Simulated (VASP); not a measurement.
# B4N3 (I4/mmm) in VASP: further runs

B4N3 is run at these levels: PBE; tasks: single point.

All numbers are computed with VASP 6.6.1; they aren't measurements. Logs are shortened: lines on timing, memory, paths and dates and some standing lists are left out, and cuts for length are marked.

### Step 1. The cell of the first run

Symmetry: I4/mmm, No. 139, tetragonal system. Conventional cell: a = 3.448 Å, b = 3.448 Å, c = 7.056 Å, α = 90.00°, β = 90.00°, γ = 90.00°. Within 2.3 Å of B (site symmetry mmm) lie 4 N at 1.72 to 1.76 Å. Within 2.3 Å of B (site symmetry 4mm) lie 5 N at 1.72 Å. N (site symmetry -4m2) has 6 B at 1.72 to 1.76 Å within 2.3 Å. Within 2.3 Å of N (site symmetry 4/mmm) lie 6 B at 1.72 Å.

The cell was built from a structure type or drawn by symmetry, and may not be a known phase.

### Step 2. Single point, PBE

INCAR reads:

```
  ALGO = Normal
  EDIFF = 1E-6
  ENCUT = 600
  GGA = PE
  GGA_COMPAT = False
  ISIF = 2
  ISMEAR = 0
  LASPH = True
  LCHARG = False
  LREAL = False
  LWAVE = False
  NBANDS = 22
  NELM = 120
  PREC = Accurate
  SIGMA = 0.2
```

KPOINTS reads:

```
k-points
0
Gamma
  6 6 6
```

POSCAR reads:

```
B4N3
1.0
   -1.7239651894      1.7239651894      3.5282068549
    1.7239651894     -1.7239651894      3.5282068549
    1.7239651894      1.7239651894     -3.5282068549
B N
4 3
Direct
    0.0000000000      0.5000000000      0.5000000000
    0.7560685307      0.7560685307      0.0000000000
    0.2439314693      0.2439314693      0.0000000000
    0.5000000000      0.0000000000      0.5000000000
    0.2500000000      0.7500000000      0.5000000000
    0.7500000000      0.2500000000      0.5000000000
    0.0000000000      0.0000000000      0.0000000000
```

Potentials or basis: VASP PAW PBE potentials, release 64 (B, N).

The run is started by

```bash
$ cat potpaw_PBE.64/B/POTCAR potpaw_PBE.64/N/POTCAR > POTCAR
$ mpirun -np 1 vasp_std > vasp.out
```

OUTCAR:

```text
EDIFF = 1E-6
   ENCUT = 600
   GGA = PE
   ISIF = 2
   ISMEAR = 0
   LASPH = True
   LREAL = False
   NELM = 120
   PREC = Accurate

 ion  position               nearest neighbor table
   1  0.000  0.500  0.500-   7 1.72   7 1.72   5 1.76   6 1.76
   2  0.756  0.756  0.000-   7 1.72   6 1.72   5 1.72   6 1.72   5 1.72
   3  0.244  0.244  0.000-   7 1.72   5 1.72   6 1.72   5 1.72   6 1.72
   4  0.500  0.000  0.500-   7 1.72   7 1.72   5 1.76   6 1.76
   5  0.250  0.750  0.500-   2 1.72   3 1.72   2 1.72   3 1.72   1 1.76   4 1.76
   6  0.750  0.250  0.500-   2 1.72   3 1.72   2 1.72   3 1.72   1 1.76   4 1.76
   7  0.000  0.000  0.000-   2 1.72   3 1.72   1 1.72   4 1.72   1 1.72   4 1.72

  LATTYP: Found a body centered tetragonal cell.
 ALAT       =     3.4479303788
 C/A-ratio  =     2.0465650215

  Lattice vectors:

 A1 = (  -1.7239651894,   1.7239651894,   3.5282068549)
 A2 = (   1.7239651894,  -1.7239651894,   3.5282068549)
 A3 = (   1.7239651894,   1.7239651894,  -3.5282068549)

Analysis of symmetry for initial positions (statically):
=====================================================================
 Subroutine PRICEL returns:
 Original cell was already a primitive cell.

 Routine SETGRP: Setting up the symmetry group for a
 body centered tetragonal supercell.

 Subroutine GETGRP returns: Found 16 space group operations
 (whereof 16 operations were pure point group operations)
 out of a pool of 16 trial point group operations.

The static configuration has the point symmetry D_4h.

Analysis of symmetry for dynamics (positions and initial velocities):
=====================================================================
 Subroutine PRICEL returns:
 Original cell was already a primitive cell.

 Routine SETGRP: Setting up the symmetry group for a
 body centered tetragonal supercell.

 Subroutine GETGRP returns: Found 16 space group operations
 (whereof 16 operations were pure point group operations)
 out of a pool of 16 trial point group operations.

The dynamic configuration has the point symmetry D_4h.

 Subroutine INISYM returns: Found 16 space group operations
 (whereof 16 operations are pure point group operations),
 and found     1 'primitive' translations

----------------------------------------------------------------------------------------

                                     Primitive cell

  volume of cell :      41.9441

  direct lattice vectors                    reciprocal lattice vectors
    -1.723965189  1.723965189  3.528206855     0.000000000  0.290029058  0.141715047
     1.723965189 -1.723965189  3.528206855     0.290029058  0.000000000  0.141715047
     1.723965189  1.723965189 -3.528206855     0.290029058  0.290029058  0.000000000

  length of vectors
     4.288630966  4.288630966  4.288630966     0.322800262  0.322800262  0.410163027

  position of ions in fractional coordinates (direct lattice)
     0.000000000  0.500000000  0.500000000
     0.756068531  0.756068531  0.000000000
     0.243931469  0.243931469  0.000000000
     0.500000000  0.000000000  0.500000000
     0.250000000  0.750000000  0.500000000
     0.750000000  0.250000000  0.500000000
     0.000000000  0.000000000  0.000000000

  ion indices of the primitive-cell ions
   primitive index   ion index
                 1           1
                 2           2
                 3           3
                 4           4
                 5           5
                 6           6
                 7           7

----------------------------------------------------------------------------------------

 KPOINTS: k-points

Automatic generation of k-mesh.
 Grid dimensions read from file:
 generate k-points for:    6    6    6

 Generating k-lattice:

  Cartesian coordinates                     Fractional coordinates (reciprocal lattice)
     0.000000000  0.048338176  0.023619174     0.166666667  0.000000000  0.000000000
     0.048338176  0.000000000  0.023619174     0.000000000  0.166666667  0.000000000
     0.048338176  0.048338176  0.000000000     0.000000000  0.000000000  0.166666667

  Length of vectors
     0.053800044  0.053800044  0.068360505

  Shift w.r.t. Gamma in fractional coordinates (k-lattice)
     0.000000000  0.000000000  0.000000000

 Subroutine IBZKPT returns following result:
 ===========================================

 Found     30 irreducible k-points:

 Following reciprocal coordinates:
            Coordinates               Weight
  0.000000  0.000000  0.000000      1.000000
  0.166667 -0.000000  0.000000      8.000000
  0.333333  0.000000 -0.000000      8.000000
  0.500000 -0.000000  0.000000      4.000000
  0.166667  0.166667  0.000000      8.000000
  0.333333  0.166667 -0.000000     16.000000
[... 16 lines left out ...]
 -0.333333 -0.333333  0.166667      8.000000
 -0.166667 -0.333333  0.166667      8.000000
 [... further k-points ...]
   k-points           NKPTS =     30   k-points in BZ     NKDIM =     30   number of bands    NBANDS=     22
   number of dos      NEDOS =    301   number of ions     NIONS =      7
   total plane-waves  NPLWV =  46656
   dimension x,y,z NGX =    36 NGY =   36 NGZ =   36
   dimension x,y,z NGXF=    72 NGYF=   72 NGZF=   72
   ions per type =               4   3
   NGX,Y,Z   is equivalent  to a cutoff of  13.96, 13.96, 13.96 a.u.
   NGXF,Y,Z  is equivalent  to a cutoff of  27.91, 27.91, 27.91 a.u.
 SYSTEM =  unknown system
   PREC   = accura    normal or accurate (medium, high low for compatibility)
   ISTART =      0    job   : 0-new  1-cont  2-samecut
   ICHARG =      2    charge: 1-file 2-atom 10-const
   ISPIN  =      1    spin polarized calculation?
   LNONCOLLINEAR =      F non collinear calculations
   LSORBIT =      F    spin-orbit coupling
   LASPH  =      T    aspherical Exc in radial PAW
   ENCUT  =  600.0 eV  44.10 Ry    6.64 a.u.   8.57  8.57  8.57*2*pi/ulx,y,z
   NELM   =    120;   NELMIN=  2; NELMDL= -5     # of ELM steps
   EDIFF  = 0.1E-05   stopping-criterion for ELM
   LREAL  =      F    real-space projection
   EDIFFG = 0.1E-04   stopping-criterion for IOM
   NSW    =      0    number of steps for IOM
   IBRION =     -1    ionic relax: 0-MD 1-quasi-New 2-CG
   NFREE  =      0    steps in history (QN), initial steepest desc. (CG)
   ISIF   =      2    stress and relaxation
   ISYM   =      2    0-nonsym 1-usesym 2-fastsym
   POTIM  = 0.5000    time-step for ionic-motion
   TEBEG  =    0.0;   TEEND  =   0.0 temperature during run
   PSTRESS=    0.0 pullay stress
   NELECT =      27.0000    total number of electrons
   NUPDOWN=      -1.0000    fix difference up-down
   EMIN   =  10.00;   EMAX   =-10.00  energy-range for DOS
   EFERMI =   0.00;   METHOD = LEGACY
   ISMEAR =     0;   SIGMA  =   0.20  broadening in eV -4-tet -1-fermi 0-gaus
   EFERMI_NEDOS =   21; number of points for ismear=-14 and -15
   IALGO  =     38    algorithm
   IMIX   =      4    mixing-type and parameters
     AMIX     =   0.40;   BMIX     =  1.00
     AMIX_MAG =   1.60;   BMIX_MAG =  1.00
  volume/ion in A,a.u.               =       5.99        40.44
  Fermi-wavevector in a.u.,A,eV,Ry     =   1.413532  2.671189 27.185443  1.998074
  Thomas-Fermi vector in A             =   2.535168
   LORBIT       =      0    0 simple, 1 ext, 2 COOP (PROOUT), +10 PAW based schemes
   GGA     = PE    functional components
   LHFCALC =     F    Hartree Fock is set to
   AEXX    =    0.0000 exact exchange contribution
   IVDW    =     0    specifies the selected vdW correction
   LEPSILON=     F    determine dielectric tensor
   LRPA    =     F    only Hartree local field effects (RPA)
 non-spin polarized calculation
 Gauss-broadening in eV      SIGMA  =   0.20
  energy-cutoff  :      600.00
  volume of cell :       41.94
 maximum number of plane-waves:      1417
 NGX is ok and might be reduce to    36
   NGX = 17   NGY = 17   NGZ = 17

 number of electron      27.0000001 magnetization

 Free energy of the ion-electron system (eV)
  ---------------------------------------------------
  ext. energy  EPLUGINS =         0.00000000
  ---------------------------------------------------
  free energy    TOTEN  =       -44.59556172 eV

  energy without entropy =      -44.54965785  energy(sigma->0) =      -44.57260979

 E-fermi :  10.9806     XC(G=0): -13.0840

 val. band max:       10.9329103213   @ k =   0.1667  -0.0000   0.0000
 cond. band min:      11.0181109785   @ k =  -0.3333  -0.3333   0.1667
 fundamental gap:      0.0852006572
 Fermi energy:        10.9806135554

 k-point     1 :       0.0000    0.0000    0.0000
  band No.  band energies     occupation
      1     -12.8021      2.00000
      2      -6.0554      2.00000
      3      -5.4724      2.00000
      4      -2.3613      2.00000
      5      -0.7237      2.00000
      6      -0.7237      2.00000
[... 14 lines left out ...]
     21      18.9793      0.00000
     22      20.1739      0.00000

 k-point     2 :       0.1667   -0.0000    0.0000
  band No.  band energies     occupation
      1     -12.5083      2.00000
      2      -6.5784      2.00000
      3      -6.1968      2.00000
      4      -1.9350      2.00000
      5      -0.6617      2.00000
      6      -0.5163      2.00000
[... 14 lines left out ...]
     21      19.9806      0.00000
     22      20.2873      0.00000

 k-point     3 :       0.3333    0.0000   -0.0000
  band No.  band energies     occupation
      1     -11.6637      2.00000
      2      -8.2115      2.00000
      3      -6.8649      2.00000
      4      -2.0370      2.00000
      5      -0.3697      2.00000
      6       0.1919      2.00000
[... 14 lines left out ...]
     21      18.5946      0.00000
     22      19.8478      0.00000
[... 476 lines left out ...]
 k-point    23 :      -0.3333   -0.3333    0.1667
  band No.  band energies     occupation
      1     -11.4764      2.00000
      2      -8.7203      2.00000
      3      -6.9300      2.00000
      4      -2.6797      2.00000
      5      -0.0332      2.00000
      6       0.1584      2.00000
[... 14 lines left out ...]
     21      19.9957      0.00000
     22      20.4806      0.00000

 k-point    24 :      -0.1667   -0.3333    0.1667
  band No.  band energies     occupation
      1     -12.0666      2.00000
      2      -8.0246      2.00000
      3      -6.3440      2.00000
      4      -1.4495      2.00000
      5      -1.4081      2.00000
      6      -0.1636      2.00000
[... 14 lines left out ...]
     21      20.3326      0.00000
     22      20.5841      0.00000

 [... further k-points ...]
[... 5 lines left out ...]
  --------------------------------------------------------------------------------------
  -------------------------------------------------------------------------------------
  Total       -0.2470985     -0.2470985     -0.2180495      0.0000000      0.0000000     -0.0000000
  in kB       -9.4386462     -9.4386462     -8.3290330      0.0000000      0.0000000     -0.0000000
  external PRESSURE =      -9.0687751 kB  Pullay stress =       0.0000000 kB

 VOLUME and BASIS-vectors are now :
 -----------------------------------------------------------------------------
  energy-cutoff  :      600.00
  volume of cell :       41.94
      direct lattice vectors                 reciprocal lattice vectors
    -1.723965189  1.723965189  3.528206855     0.000000000  0.290029058  0.141715047
     1.723965189 -1.723965189  3.528206855     0.290029058  0.000000000  0.141715047
     1.723965189  1.723965189 -3.528206855     0.290029058  0.290029058  0.000000000

 POSITION                                       TOTAL-FORCE (eV/Angst)
 -----------------------------------------------------------------------------------
      1.72397      0.00000      0.00000         0.000000      0.000000      0.000000
      0.00000      0.00000      5.33513         0.000000      0.000000      0.064342
      0.00000      0.00000      1.72128        -0.000000     -0.000000     -0.064342
      0.00000      1.72397      0.00000         0.000000      0.000000      0.000000
      1.72397      0.00000      1.76410         0.000000      0.000000     -0.000000
      0.00000      1.72397      1.76410         0.000000      0.000000      0.000000
      0.00000      0.00000      0.00000         0.000000      0.000000      0.000000
 -----------------------------------------------------------------------------------
    total drift:                               -0.000000      0.000000     -0.000000

  FREE ENERGIE OF THE ION-ELECTRON SYSTEM (eV)
  ---------------------------------------------------
  free  energy   TOTEN  =       -44.5955617238 eV

  energy  without entropy=      -44.5496578518  energy(sigma->0) =      -44.57260979
```

It took 47 s on 1 thread of Intel Xeon Platinum 8488C (Sapphire Rapids), shared host; peak memory 0.2 GiB.

What came out:

| Property | Result |
| --- | --- |
| Free energy | -44.5956 eV |
| Pressure | -0.9 GPa |
| Largest force | 0.064 eV/Å |
| Band gap on the k mesh | zero (an odd number of electrons rules out a gap without spin polarisation) |

Forces on the atoms (eV/Å):
```
B    0.000  0.000  0.000
B    0.000  0.000  0.064
B    0.000  0.000 -0.064
B    0.000  0.000  0.000
N    0.000  0.000  0.000
N    0.000  0.000  0.000
N    0.000  0.000  0.000
```

Stress tensor (GPa, compression positive):
```
-0.94  0.00  0.00
 0.00 -0.94  0.00
 0.00  0.00 -0.83
```

Levels at points of the mesh, in eV from the Fermi level:
| k point | band 10 | band 11 | band 12 | band 13 | band 14 | band 15 | band 16 | band 17 |
| --- | --- | --- | --- | --- | --- | --- | --- | --- |
| (0.00, 0.00, 0.00) | -6.56 | -5.79 | -5.79 | -5.09 | 0.20 | 1.66 | 2.30 | 2.30 |
| (0.50, 0.00, 0.00) | -7.18 | -6.83 | -4.50 | -1.18 | -0.73 | -0.35 | 1.88 | 4.00 |
| (0.50, 0.50, 0.00) | -5.42 | -3.21 | -3.15 | -2.85 | 3.34 | 3.46 | 3.49 | 3.56 |
| (0.50, 0.50, 0.50) | -7.42 | -5.76 | -5.76 | -2.87 | 0.14 | 1.95 | 1.96 | 1.96 |

[end of part 1 of 2]
